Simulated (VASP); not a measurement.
# H in VASP: further runs, part 2 of 2

VASP 6.6.1.

## (4) Single point, PBE+D3(BJ)

This run uses another cell than the first one, of 17.85 Å³/atom, 0.922 times its volume.

File INCAR:

```
SYSTEM = H
PREC = Accurate ; ENCUT = 400
EDIFF = 1E-6 ; ISMEAR = -1
SIGMA = 0.02 ; LREAL = .FALSE.
LASPH = .TRUE. ; NELM = 120
ALGO = Normal ; ISIF = 2
LWAVE = .FALSE. ; LCHARG = .FALSE.
GGA = PE ; IVDW = 12
NBANDS = 22 ; GGA_COMPAT = .FALSE.
```

File KPOINTS:

```
Automatic mesh
0
G
  1 1 1
  0 0 0
```

File POSCAR:

```
H
1.0
    6.2894700000      0.1830010000     -0.0570190000
    0.1830010000      6.5709540000     -0.1635500000
   -0.0570190000     -0.1635500000      6.9191630000
H
16
Direct
    0.2885615777      0.9063320927      0.2535832884
    0.2144850028      1.0065973823      0.2877166967
    0.4194662949      0.5600447548      0.3912630572
    0.4026311150      0.6005256898      0.4916452467
    1.0847877915     -0.0090460798     -0.2159836343
    0.9897203411      0.0701455270     -0.2375857940
    0.1246744430      0.2857776125      0.5267324589
    0.1954513051      0.2697073242      0.4426915612
    0.5051805328      0.3776281144      0.9387068879
    0.5774582156      0.3215940390      0.8551211751
    0.5885592308     -0.0189253582      0.6710441446
    0.5268925027     -0.0852004265      0.7292801678
    0.8926888360      0.6436486060      0.0846733852
    0.9862312024      0.7001689017      0.0333778147
    0.8731124770      0.6872398548      0.4714272635
    0.8436120730      0.6094802265      0.3965049541
```

Potentials or basis: VASP PAW PBE potentials, release 64 (H).

Run with:

```sh
$ cat potpaw_PBE.64/H/POTCAR > POTCAR
$ mpirun -np 1 vasp_gam > vasp.out
```

OUTCAR:

```text
SYSTEM = H
   PREC = Accurate
   ENCUT = 400
   EDIFF = 1E-6
   ISMEAR = -1
   LREAL = .FALSE.
   LASPH = .TRUE.
   NELM = 120
   ISIF = 2
   GGA = PE
   IVDW = 12
 IVDW          = 12

 ion  position               nearest neighbor table
   1  0.289  0.906  0.254-   2 0.81
   2  0.214  0.007  0.288-   1 0.81
   3  0.419  0.560  0.391-   4 0.74
   4  0.403  0.601  0.492-   3 0.74
   5  0.085  0.991  0.784-   6 0.79
   6  0.990  0.070  0.762-   5 0.79
[... 8 lines left out ...]
  15  0.873  0.687  0.471-  16 0.74
  16  0.844  0.609  0.397-  15 0.74

  LATTYP: Found a triclinic cell.
 ALAT       =     6.2923901193
 B/A-ratio  =     1.4732076061
 C/A-ratio  =     1.0449981537
 COS(alpha) =     0.0023960670
 COS(beta)  =     0.0571056930
 COS(gamma) =     0.6653661839

  Lattice vectors:

 A1 = (  -6.2894700000,  -0.1830010000,   0.0570190000)
[... 179 lines left out ...]
  energy without entropy =      -53.77183407  energy(sigma->0) =      -53.77183407

 E-fermi :  -8.0421     XC(G=0):  -4.2922

 val. band max:       -8.5429152818   @ k =   0.0000   0.0000   0.0000
 cond. band min:       0.1031907932   @ k =   0.0000   0.0000   0.0000
 fundamental gap:      8.6461060751
 Fermi energy:        -8.0421033688

 k-point     1 :       0.0000    0.0000    0.0000
  band No.  band energies     occupation
      1     -10.4534      2.00000
      2      -9.6565      2.00000
      3      -9.5275      2.00000
      4      -9.3467      2.00000
      5      -9.1117      2.00000
      6      -8.9530      2.00000
[... 12 lines left out ...]
     19       3.2663      0.00000
     20       3.9228      0.00000
 [bands above 20 left out]

------------------------ aborting loop because EDIFF is reached ----------------------------------------

 Edisp (eV)   -0.20196

 E8    (eV) :    -0.0352

  FORCE on cell =-STRESS in cart. coord.  units (eV):
  Direction    XX          YY          ZZ          XY          YZ          ZX
  --------------------------------------------------------------------------------------
  -------------------------------------------------------------------------------------
  Total      -2.19317    -1.92223    -0.97109     1.04048    -0.05904     0.68867
  in kB     -12.30617   -10.78588    -5.44892     5.83828    -0.33129     3.86418
  external pressure =       -9.51 kB  Pullay stress =        0.00 kB

 VOLUME and BASIS-vectors are now :
 -----------------------------------------------------------------------------
  energy-cutoff  :      400.00
  volume of cell :      285.54
      direct lattice vectors                 reciprocal lattice vectors
     6.289470000  0.183001000 -0.057019000     0.159134933 -0.004401856  0.001207341
     0.183001000  6.570954000 -0.163550000    -0.004401856  0.152396251  0.003565954
    -0.057019000 -0.163550000  6.919163000     0.001207341  0.003565954  0.144620390

 POSITION                                       TOTAL-FORCE (eV/Angst)
 -----------------------------------------------------------------------------------
      1.96630      5.96680      1.58990        -0.894047      1.268622      0.433430
      1.33380      0.03555      1.97745         0.913775     -1.342606     -0.496858
      2.71840      3.69280      2.59170         0.047560     -0.096866     -0.314472
      2.61420      3.93930      3.28060        -0.031350      0.121823      0.300437
      0.66991      6.39880      5.25783        -0.860139      0.724341     -0.208334
      6.19418      0.51735      5.20736         0.849215     -0.740711      0.259524
[... 8 lines left out ...]
      5.59030      4.59850      3.09970         0.075987      0.244294      0.258852
      5.39480      4.09440      2.59570        -0.073999     -0.228433     -0.162042
 -----------------------------------------------------------------------------------
    total drift:                                0.000071     -0.000509     -0.001059

  FREE ENERGIE OF THE ION-ELECTRON SYSTEM (eV)
  ---------------------------------------------------
  free  energy   TOTEN  =       -53.9737913333 eV

  energy  without entropy=      -53.9737913333  energy(sigma->0) =      -53.97379133
```

OSZICAR:

```text
N       E                     dE             d eps       ncg     rms          rms(c)
DAV:   1     0.317453288679E+02    0.31745E+02   -0.47246E+03    44   0.422E+02
DAV:   2    -0.484128183891E+02   -0.80158E+02   -0.74818E+02    50   0.992E+01
DAV:   3    -0.582459641680E+02   -0.98331E+01   -0.98069E+01    64   0.370E+01
DAV:   4    -0.583567540516E+02   -0.11079E+00   -0.11077E+00    50   0.490E+00
DAV:   5    -0.583574430108E+02   -0.68896E-03   -0.68896E-03    56   0.383E-01    0.121E+01
DAV:   6    -0.553207645700E+02    0.30367E+01   -0.10697E+00    56   0.374E+00    0.665E+00
DAV:   7    -0.537376486740E+02    0.15831E+01   -0.26397E+00    56   0.605E+00    0.788E-01
DAV:   8    -0.537838757502E+02   -0.46227E-01   -0.58432E-02    44   0.105E+00    0.588E-01
DAV:   9    -0.537714212867E+02    0.12454E-01   -0.17734E-02    56   0.506E-01    0.957E-02
DAV:  10    -0.537719129104E+02   -0.49162E-03   -0.64054E-04    44   0.136E-01    0.240E-02
DAV:  11    -0.537718462998E+02    0.66611E-04   -0.18388E-04    44   0.826E-02    0.140E-02
DAV:  12    -0.537718365807E+02    0.97191E-05   -0.37330E-05    56   0.337E-02    0.107E-02
DAV:  13    -0.537718341926E+02    0.23881E-05   -0.43235E-06    44   0.138E-02    0.402E-03
DAV:  14    -0.537718340724E+02    0.12025E-06   -0.18703E-06    56   0.665E-03
   1 F= -.53973791E+02 E0= -.53973791E+02  d E =-.138906E-10
```

stdout:

```text
POSCAR found type information on POSCAR H
 POSCAR found :  1 types and      16 ions
 scaLAPACK will be used
 LDA part: xc-table for (Slater+PW92), standard interpolation
 POSCAR, INCAR and KPOINTS ok, starting setup
 FFT: planning ... GRIDC
 FFT: planning ... GRID_SOFT
 FFT: planning ... GRID
 WAVECAR not read
 entering main loop
```

It took 27 s on 1 thread of AMD EPYC 7R13, shared host; peak memory 0.24 GiB.

Results:

```
Free energy                : -53.9738 eV
Pressure                   : -1.0 GPa
Largest force              : 1.698 eV/Å
Band gap on the k mesh     : 8.65 eV
Dispersion energy per atom : -0.013 eV
```

Forces in eV/Å, atoms in the order of the input:
```
H   -0.894  1.269  0.433
H    0.914 -1.343 -0.497
H    0.048 -0.097 -0.314
H   -0.031  0.122  0.300
H   -0.860  0.724 -0.208
H    0.849 -0.741  0.260
H   -0.254  0.062  0.314
H    0.220  0.005 -0.274
H    0.831 -0.623 -1.045
H   -0.835  0.650  1.076
H    0.172  0.192 -0.244
H   -0.174 -0.239  0.200
H    1.216  0.788 -0.801
H   -1.202 -0.785  0.702
H    0.076  0.244  0.259
H   -0.074 -0.228 -0.162
```

Levels at points of the mesh, in eV from the valence-band top:
```tsv
k point	band 5	band 6	band 7	band 8	band 9	band 10	band 11	band 12
(0.00, 0.00, 0.00)	-0.57	-0.41	-0.32	0.00	8.65	8.92	9.84	10.06
```

Caveat: the k points lie up to 1.00 Å⁻¹ apart.

## (5) Overview

```csv
cell,gap on the mesh (eV),pressure (GPa),largest force (eV/Å)
"a = 6.657, b = 6.635, c = 7.016 Å, angles 88.1, 90.1, 91.2°, 16 atoms",8.49,-0.7,2.93
"a = 6.433, b = 6.647, c = 7.121 Å, angles 92.5, 87.9, 89.3°, 16 atoms",8.88,-0.1,1.63
"a = 6.292, b = 6.576, c = 6.921 Å, angles 92.8, 91.0, 86.7°, 16 atoms",8.65,-1.0,1.70
```

Alike in all rows: task single point; level PBE+D3(BJ); potentials or basis VASP PAW PBE potentials, release 64 (H); no spin polarisation; k mesh 1 × 1 × 1; cutoff (eV) 400; smearing fermi-dirac 0.02 eV.

Caveats: all runs use coarse meshes.

Absolute energies hang on the potentials; compare differences alone.
